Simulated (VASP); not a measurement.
# HCl in VASP: a series of runs

Runs on HCl. Level: LDA. Tasks: single point, relaxation of cell and atoms.

Program: VASP 6.6.1. These are calculated values, not measurements. Logs are shortened: lines on timing, memory, paths and dates and some standing lists are left out, and cuts for length are marked.

### Step 1. The cell of the first run

The structure is tetragonal, space group I4mm (No. 107). The conventional cell has a = 3.368 Å, b = 3.368 Å, c = 4.727 Å, α = 90.00°, β = 90.00°, γ = 90.00°. H (site symmetry 4mm) has 1 Cl at 1.31 Å within 1.8 Å. Cl (site symmetry 4mm) has 1 H at 1.31 Å within 1.8 Å.

### Step 2. Single point, LDA

Input file INCAR:

```
ALGO     = Normal         # electronic algorithm
EDIFF    = 1E-7           # SCF threshold, eV
ENCUT    = 520            # plane-wave cutoff, eV
ISIF     = 2              # what is computed and relaxed
ISMEAR   = 0              # smearing method
LASPH    = True           # aspherical terms in the spheres
LCHARG   = True           # write CHGCAR
LELF     = True           # ELF
LREAL    = False          # projectors in reciprocal space
LVHAR    = True         
LWAVE    = False          # write WAVECAR
NBANDS   = 11             # bands
NELM     = 60             # most SCF steps
PREC     = Accurate       # precision mode
SIGMA    = 0.01           # smearing width, eV
```

Input file KPOINTS:

```
k-points
0
Gamma
  10 10 10
```

Input file POSCAR:

```
HCl
1.0
   -1.6837611838      1.6837612175      2.3633858986
    1.6837611838     -1.6837612175      2.3633858986
    1.6837611838      1.6837612175     -2.3633858986
H Cl
1 1
Direct
    0.6953657621      0.6953657621      0.0000000000
    0.9726342379      0.9726342379      0.0000000000
```

Potentials or basis: VASP PAW LDA potentials, release 64 (H, Cl).

Launch:

```
$ cat potpaw_LDA.64/H/POTCAR potpaw_LDA.64/Cl/POTCAR > POTCAR
$ mpirun -np 1 vasp_std > vasp.out
```

OUTCAR:

```text
EDIFF = 1E-7
   ENCUT = 520
   ISIF = 2
   ISMEAR = 0
   LASPH = True
   LREAL = False
   NELM = 60
   PREC = Accurate

 ion  position               nearest neighbor table
   1  0.695  0.695  0.000-   2 1.31
   2  0.973  0.973  0.000-   1 1.31

  LATTYP: Found a body centered tetragonal cell.
 ALAT       =     3.3675223676
 C/A-ratio  =     1.4036348630

  Lattice vectors:

 A1 = (  -1.6837611838,   1.6837612175,   2.3633858986)
 A2 = (   1.6837611838,  -1.6837612175,   2.3633858986)
 A3 = (   1.6837611838,   1.6837612175,  -2.3633858986)

Analysis of symmetry for initial positions (statically):
=====================================================================
 Subroutine PRICEL returns:
 Original cell was already a primitive cell.

 Routine SETGRP: Setting up the symmetry group for a
 body centered tetragonal supercell.

 Subroutine GETGRP returns: Found  8 space group operations
 (whereof  8 operations were pure point group operations)
 out of a pool of 16 trial point group operations.

The static configuration has the point symmetry C_4v.

Analysis of symmetry for dynamics (positions and initial velocities):
=====================================================================
 Subroutine PRICEL returns:
 Original cell was already a primitive cell.

 Routine SETGRP: Setting up the symmetry group for a
 body centered tetragonal supercell.

 Subroutine GETGRP returns: Found  8 space group operations
 (whereof  8 operations were pure point group operations)
 out of a pool of 16 trial point group operations.

The dynamic configuration has the point symmetry C_4v.

 Subroutine INISYM returns: Found  8 space group operations
 (whereof  8 operations are pure point group operations),
 and found     1 'primitive' translations

----------------------------------------------------------------------------------------

                                     Primitive cell

  volume of cell :      26.8013

  direct lattice vectors                    reciprocal lattice vectors
    -1.683761184  1.683761218  2.363385899     0.000000000  0.296954221  0.211560880
     1.683761184 -1.683761218  2.363385899     0.296954227  0.000000000  0.211560880
     1.683761184  1.683761218 -2.363385899     0.296954227  0.296954221  0.000000000

  length of vectors
     3.354951038  3.354951038  3.354951038     0.364609126  0.364609131  0.419956690

  position of ions in fractional coordinates (direct lattice)
     0.695365762  0.695365762  0.000000000
[... 87 lines left out ...]
   TEBEG  =    0.0;   TEEND  =   0.0 temperature during run
   PSTRESS=    0.0 pullay stress
   NELECT =       8.0000    total number of electrons
   NUPDOWN=      -1.0000    fix difference up-down
   EMIN   =  10.00;   EMAX   =-10.00  energy-range for DOS
   EFERMI =   0.00;   METHOD = LEGACY
   ISMEAR =     0;   SIGMA  =   0.01  broadening in eV -4-tet -1-fermi 0-gaus
   EFERMI_NEDOS =   21; number of points for ismear=-14 and -15
   IALGO  =     38    algorithm
   IMIX   =      4    mixing-type and parameters
     AMIX     =   0.40;   BMIX     =  1.00
     AMIX_MAG =   1.60;   BMIX_MAG =  1.00
  volume/ion in A,a.u.               =      13.40        90.43
  Fermi-wavevector in a.u.,A,eV,Ry     =   1.094090  2.067530 16.286614  1.197032
  Thomas-Fermi vector in A             =   2.230388
   LORBIT       =      0    0 simple, 1 ext, 2 COOP (PROOUT), +10 PAW based schemes
   GGA     = CA    functional components
   LHFCALC =     F    Hartree Fock is set to
   AEXX    =    0.0000 exact exchange contribution
   IVDW    =     0    specifies the selected vdW correction
   LEPSILON=     F    determine dielectric tensor
   LRPA    =     F    only Hartree local field effects (RPA)
 non-spin polarized calculation
 Gauss-broadening in eV      SIGMA  =   0.01
  energy-cutoff  :      520.00
  volume of cell :       26.80
 maximum number of plane-waves:       740
 NGX is ok and might be reduce to    28
   NGX = 13   NGY = 13   NGZ = 13

 number of electron       8.0000000 magnetization

 Free energy of the ion-electron system (eV)
  ---------------------------------------------------
  ext. energy  EPLUGINS =         0.00000000
  ---------------------------------------------------
  free energy    TOTEN  =        -6.56929671 eV

  energy without entropy =       -6.56929671  energy(sigma->0) =       -6.56929671

 E-fermi :   1.0462     XC(G=0):  -9.4550

 val. band max:        0.8970194656   @ k =   0.0000   0.0000   0.0000
 cond. band min:       4.5169892667   @ k =   0.5000   0.5000   0.5000
 fundamental gap:      3.6199698011
 Fermi energy:         1.0462178840

 k-point     1 :       0.0000    0.0000    0.0000
  band No.  band energies     occupation
      1     -14.7737      2.00000
      2      -2.5435      2.00000
      3       0.8970      2.00000
      4       0.8970      2.00000
      5       5.8073      0.00000
      6      12.2553      0.00000
      7      12.5621      0.00000
      8      12.5621      0.00000
      9      13.9543      0.00000
     10      16.9812      0.00000
     11      18.6054      0.00000
[... 309 lines left out ...]
 k-point    24 :       0.4000    0.3000    0.0000
  band No.  band energies     occupation
      1     -13.4224      2.00000
      2      -4.6275      2.00000
      3      -1.9915      2.00000
      4      -0.6367      2.00000
      5       6.7500      0.00000
      6      10.7643      0.00000
      7      12.7412      0.00000
      8      13.6473      0.00000
      9      17.7650      0.00000
     10      18.5767      0.00000
     11      22.8939      0.00000

 [... further k-points ...]

------------------------ aborting loop because EDIFF is reached ----------------------------------------

  FORCE on cell =-STRESS in cart. coord.  units (eV):
  Direction    XX          YY          ZZ          XY          YZ          ZX
  --------------------------------------------------------------------------------------
  -------------------------------------------------------------------------------------
  Total        0.6462657      0.6462657      0.5459149      0.0000000      0.0000000      0.0000000
  in kB       38.6336796     38.6336811     32.6347225      0.0000000      0.0000000      0.0000000
  external PRESSURE =      36.6340278 kB  Pullay stress =       0.0000000 kB

 VOLUME and BASIS-vectors are now :
 -----------------------------------------------------------------------------
  energy-cutoff  :      520.00
  volume of cell :       26.80
      direct lattice vectors                 reciprocal lattice vectors
    -1.683761184  1.683761218  2.363385899     0.000000000  0.296954221  0.211560880
     1.683761184 -1.683761218  2.363385899     0.296954227  0.000000000  0.211560880
     1.683761184  1.683761218 -2.363385899     0.296954227  0.296954221  0.000000000

 POSITION                                       TOTAL-FORCE (eV/Angst)
 -----------------------------------------------------------------------------------
      0.00000      0.00000      3.28684         0.000000     -0.000000      0.081700
      0.00000      0.00000      4.59742        -0.000000      0.000000     -0.081700
 -----------------------------------------------------------------------------------
    total drift:                                0.000001      0.000001     -0.000059

  FREE ENERGIE OF THE ION-ELECTRON SYSTEM (eV)
  ---------------------------------------------------
  free  energy   TOTEN  =        -6.5692967102 eV

  energy  without entropy=       -6.5692967102  energy(sigma->0) =       -6.56929671
```

stdout:

```text
POSCAR found type information on POSCAR H Cl
 POSCAR found :  2 types and       2 ions
 scaLAPACK will be used
 LDA part: xc-table for (Slater(with rela. corr.)+CA(PZ))
 , standard interpolation
 POSCAR, INCAR and KPOINTS ok, starting setup
 FFT: planning ... GRIDC
 FFT: planning ... GRID_SOFT
 FFT: planning ... GRID
 WAVECAR not read
 entering main loop
```

It took 52 s on 1 thread of Intel Xeon 8259CL, shared host; peak memory 0.15 GiB.

What came out:

```
Free energy            : -6.5693 eV
Pressure               : 3.7 GPa
Largest force          : 0.082 eV/Å
Band gap on the k mesh : 3.62 eV (least direct gap 4.91 eV)
```

Forces on the atoms (eV/Å):
```
H    0.000  0.000  0.082
Cl   0.000  0.000 -0.082
```

Caveat: the cell stands under pressure.

### Step 3. Relaxation of cell and atoms, LDA, target pressure 4 GPa, at which the enthalpy is minimised

This run uses another cell than the first one, of 16.24 Å³/atom.

Input file INCAR:

```
PREC = Accurate
ENCUT = 600
EDIFF = 1E-6
ISMEAR = 0
SIGMA = 0.01
LREAL = False
LASPH = True
NELM = 80
ALGO = Normal
ISIF = 3
LWAVE = False
LCHARG = False
GGA = CA
IBRION = 2
NSW = 80
EDIFFG = -0.001
PSTRESS = 40.0
```

Input file KPOINTS:

```
Automatic mesh
0
Gamma
  10 10 10
```

Input file POSCAR:

```
HCl
1.0
   -1.8037776784      1.8035689306      2.4953680971
    1.8037776784     -1.8035689306      2.4953680971
    1.8037776784      1.8035689306     -2.4953680971
H Cl
1 1
Direct
    0.7029663459      0.7029663459      0.0000000000
    0.9650336541      0.9650336541      0.0000000000
```

Potentials or basis: VASP PAW LDA potentials, release 64 (H, Cl).

Launch:

```
$ cat potpaw_LDA.64/H/POTCAR potpaw_LDA.64/Cl/POTCAR > POTCAR
$ mpirun -np 1 vasp_std > vasp.out
```

OUTCAR:

```text
PREC = Accurate
   ENCUT = 600
   EDIFF = 1E-6
   ISMEAR = 0
   LREAL = False
   LASPH = True
   NELM = 80
   ISIF = 3
   GGA = CA
   IBRION = 2
   NSW = 80
   EDIFFG = -0.001
   PSTRESS = 40.0

 ion  position               nearest neighbor table
   1  0.703  0.703  0.000-   2 1.31
   2  0.965  0.965  0.000-   1 1.31

  LATTYP: Found a body centered orthorhombic cell.
 ALAT       =     3.6071378612
 B/A-ratio  =     1.0001157415
 C/A-ratio  =     1.3835723463

  Lattice vectors:

 A1 = (   1.8037776784,  -1.8035689306,  -2.4953680971)
 A2 = (  -1.8037776784,   1.8035689306,  -2.4953680971)
 A3 = (   1.8037776784,   1.8035689306,   2.4953680971)

Analysis of symmetry for initial positions (statically):
=====================================================================
 Subroutine PRICEL returns:
 Original cell was already a primitive cell.

 Routine SETGRP: Setting up the symmetry group for a
 body centered orthorhombic supercell.

 Subroutine GETGRP returns: Found  4 space group operations
 (whereof  4 operations were pure point group operations)
 out of a pool of  8 trial point group operations.

The static configuration has the point symmetry C_2v.

Analysis of symmetry for dynamics (positions and initial velocities):
=====================================================================
 Subroutine PRICEL returns:
 Original cell was already a primitive cell.

 Routine SETGRP: Setting up the symmetry group for a
 body centered orthorhombic supercell.

 Subroutine GETGRP returns: Found  4 space group operations
[... 269 lines left out ...]
 fundamental gap:      4.3488934705
 Fermi energy:        -0.0847989611

 k-point     1 :       0.0000    0.0000    0.0000
  band No.  band energies     occupation
      1     -15.4065      2.00000
      2      -3.8527      2.00000
      3      -0.2205      2.00000
      4      -0.2200      2.00000
      5       4.8148      0.00000
      6      10.8676      0.00000
      7      11.4852      0.00000
      8      11.4867      0.00000
[... 243 lines left out ...]
 k-point    24 :      -0.3000    0.2000    0.0000
  band No.  band energies     occupation
      1     -14.9109      2.00000
      2      -4.5352      2.00000
      3      -2.0386      2.00000
      4      -0.7551      2.00000
      5       6.0981      0.00000
      6       9.3667      0.00000
      7      11.1734      0.00000
      8      12.6152      0.00000

 [... further k-points ...]

[... ionic steps 4 to 42 ...]

--------------------------------------- Ionic step       43  -------------------------------------------

 number of electron       8.0000000 magnetization

------------------------ aborting loop because EDIFF is reached ----------------------------------------
[... 71 lines left out ...]
--------------------------------------- Ionic step       45  -------------------------------------------

 number of electron       8.0000000 magnetization

 Free energy of the ion-electron system (eV)
  ---------------------------------------------------
  ext. energy  EPLUGINS =         0.00000000
  ---------------------------------------------------
  free energy    TOTEN  =        -6.57081630 eV

  energy without entropy =       -6.57081630  energy(sigma->0) =       -6.57081630

 E-fermi :   0.9947     XC(G=0):  -9.4528

 val. band max:        0.8932106235   @ k =   0.0000   0.0000   0.0000
 cond. band min:       4.5299917450   @ k =   0.5000   0.5000   0.5000
 fundamental gap:      3.6367811215
 Fermi energy:         0.9947377637

 k-point     1 :       0.0000    0.0000    0.0000
  band No.  band energies     occupation
      1     -14.7852      2.00000
      2      -2.5640      2.00000
      3       0.8931      2.00000
      4       0.8932      2.00000
      5       5.8287      0.00000
      6      12.2526      0.00000
      7      12.5571      0.00000
      8      12.5574      0.00000
[... 286 lines left out ...]
  energy  without entropy=       -6.5708163034  energy(sigma->0) =       -6.57081630

  enthalpy is  TOTEN    =        -5.9016816951 eV   P V=        0.6691346083

 reached required accuracy - stopping structural energy minimisation
```

OSZICAR:

```text
N       E                     dE             d eps       ncg     rms          rms(c)
DAV:   1     0.252710341389E+02    0.25271E+02   -0.39072E+03  2736   0.914E+02
DAV:   2    -0.586454211439E+01   -0.31136E+02   -0.29889E+02  3816   0.125E+02
DAV:   3    -0.677017149202E+01   -0.90563E+00   -0.90563E+00  3208   0.268E+01
DAV:   4    -0.677409761171E+01   -0.39261E-02   -0.39261E-02  4472   0.195E+00
[... 243 lines left out ...]
  44 F= -.59016818E+01 E0= -.59016818E+01  d E =-.866048E-06
       N       E                     dE             d eps       ncg     rms          rms(c)
DAV:   1    -0.657081764023E+01    0.11751E-03   -0.31625E-05  2744   0.412E-02    0.713E-03
DAV:   2    -0.657081645714E+01    0.11831E-05   -0.32165E-06  2104   0.121E-02    0.223E-03
DAV:   3    -0.657081630340E+01    0.15374E-06   -0.84851E-07  1368   0.646E-03
  45 F= -.59016817E+01 E0= -.59016817E+01  d E =-.748402E-06
```

CONTCAR:

```text
HCl
   1.00000000000000
    -1.6841269142996291    1.6841593222905717    2.3623601190494066
     1.6841269142996291   -1.6841593222905717    2.3623601190494066
     1.6841269142996291    1.6841593222905717   -2.3623601190494066
  H               Cl
     1     1
Direct
     0.6956816426842185    0.6956816426842185    0.0000000000000000
     0.9723183573157808    0.9723183573157808    0.0000000000000000

  0.00000000E+00  0.00000000E+00  0.00000000E+00
  0.00000000E+00  0.00000000E+00  0.00000000E+00
```

Wall time 15 min (1 thread of Intel Xeon 8259CL, shared host); peak memory 0.19 GiB.

What came out:

- Free energy: -6.5708 eV
- Relaxed volume: 13.40 Å³/atom
- Relaxed cell: a = 3.355 Å, b = 3.355 Å, c = 3.355 Å, α = 119.73°, β = 119.73°, γ = 90.47°
- Space group after relaxing (to 0.1 Å): I4mm (No. 107)
- Energy change on relaxing (the run minimises the enthalpy): +28.2 meV/atom
- Ionic steps: 45
- Pressure after relaxing: 4.0 GPa
- Band gap on the k mesh: 3.64 eV (least direct gap 4.94 eV)

Step by step:
```tsv
step	energy change (eV)	largest force (eV/Å)	pressure (GPa)	volume (Å³)
1	0.0000	0.0890	-0.21	32.47
3	0.0209	0.9814	3.10	30.54
5	0.0348	0.5046	3.89	28.08
7	0.0605	0.2885	4.89	26.71
9	0.0553	0.0221	3.99	26.85
11	0.0553	0.0144	3.98	26.85
13	0.0575	0.0056	4.02	26.76
15	0.0580	0.0099	4.09	26.74
17	0.0577	0.0032	4.05	26.75
19	0.0575	0.0105	4.04	26.76
21	0.0573	0.0055	4.06	26.77
23	0.0574	0.0039	4.05	26.76
25	0.0573	0.0014	4.06	26.77
27	0.0573	0.0025	4.06	26.77
29	0.0565	0.0080	3.99	26.80
31	0.0567	0.0047	4.01	26.79
33	0.0565	0.0016	4.00	26.80
35	0.0566	0.0025	3.99	26.79
37	0.0567	0.0030	4.02	26.79
39	0.0566	0.0003	4.03	26.79
41	0.0566	0.0008	4.03	26.79
43	0.0562	0.0029	3.99	26.81
45	0.0564	0.0009	4.00	26.80
```

Final structure:
```
H Cl
1.0
    -1.68413    1.68416    2.36236
     1.68413   -1.68416    2.36236
     1.68413    1.68416   -2.36236
H Cl
1 1
Direct
  0.69568 0.69568 0.00000
  0.97232 0.97232 0.00000
```

Caveat: the cell is relaxed towards a set pressure, so the run minimises the enthalpy, not the energy; the volume moved by over 15 % at a fixed basis, so the end points are rough. A k mesh can miss the band edges.
